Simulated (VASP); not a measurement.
Wanted: the native input for a VASP 6.6.1 run.

```yaml
Task: relaxation of cell and atoms
Functional: r2SCAN
Potentials_or_basis: VASP PAW PBE potentials, release 64 (Sn_d, Te)
Cutoff: 550 eV
k_mesh: 4 × 4 × 4
Occupations: fermi-dirac, width 0.1 eV
Spin: no spin polarisation
Dipole_correction: no
Further_INCAR_settings: ALGO = Normal; EDIFF = 1e-07; IBRION = 2; EDIFFG = -0.01; NSW = 80; ISIF = 3
```

Crystal: SnTe3.

```
Sn Te
1.0
     0.00000    3.86122    3.86122
     3.86122    0.00000    3.86122
     3.86122    3.86122    0.00000
Sn Te
1 3
Direct
  0.00000 0.00000 0.00000
  0.25000 0.25000 0.25000
  0.75000 0.75000 0.75000
  0.50000 0.50000 0.50000
```

The input as run:

POSCAR

```
SnTe3
1.0
    0.0000000000      3.8612200000      3.8612200000
    3.8612200000      0.0000000000      3.8612200000
    3.8612200000      3.8612200000      0.0000000000
Sn Te
1 3
Direct
    0.0000000000      0.0000000000      0.0000000000
    0.2500000000      0.2500000000      0.2500000000
    0.7500000000      0.7500000000      0.7500000000
    0.5000000000      0.5000000000      0.5000000000
```

INCAR.step1

```
SYSTEM = SnTe3
ALGO = Normal
EDIFF = 1E-5
EDIFFG = -0.005
ENCUT = 550
GGA = PE
GGA_COMPAT = .FALSE.
IBRION = 2
ISIF = 3
ISMEAR = -1
LASPH = .TRUE.
LCHARG = .FALSE.
LREAL = .FALSE.
LWAVE = .TRUE.
NELM = 120
NELMIN = 4
NSW = 100
PREC = Accurate
SIGMA = 0.1
```

INCAR.step2

```
SYSTEM = SnTe3
ALGO = Normal
EDIFF = 1E-7
EDIFFG = -0.01
ENCUT = 550
GGA_COMPAT = .FALSE.
IBRION = 2
ISIF = 3
ISMEAR = -1
ISTART = 1
LASPH = .TRUE.
LCHARG = .FALSE.
LMIXTAU = .TRUE.
LREAL = .FALSE.
LWAVE = .FALSE.
METAGGA = R2SCAN
NELM = 120
NELMIN = 4
NSW = 80
PREC = Accurate
SIGMA = 0.1
```

KPOINTS

```
k-points
0
G
  4 4 4
  0 0 0
```

Potentials or basis: VASP PAW PBE potentials, release 64 (Sn_d, Te).

The run is started by

```sh
$ cat potpaw_PBE.64/Sn_d/POTCAR potpaw_PBE.64/Te/POTCAR > POTCAR
$ cp INCAR.step1 INCAR
$ mpirun -np 1 vasp_std > vasp.out
$ cp INCAR.step2 INCAR
$ mpirun -np 1 vasp_std > vasp.out
```

It gave:

```json
{"Relaxed volume": "29.02 Å³/atom", "Relaxed cell": "a = 5.475 Å, b = 5.475 Å, c = 5.475 Å, α = 60.00°, β = 60.00°, γ = 60.00°", "Space group after relaxing (to 0.05 Å)": "Fm-3m (No. 225)", "Energy gained by relaxing": "0.3 meV/atom", "Ionic steps": "3", "Pressure after relaxing": "0.0 GPa", "Band gap on the k mesh": "zero (band 16 reaches 7.93 eV, above the bottom of band 17 at 5.61 eV)"}
```

Caveat: the PAW data sets were made with another functional, which shifts forces and pressure a little; spin-orbit coupling is left out, which moves the levels of the heavy elements.

Run time: 3.2 min on 1 thread of Intel(R) Xeon(R) Platinum 8488C (Sapphire Rapids) (shared host), peak memory 0.29 GiB.
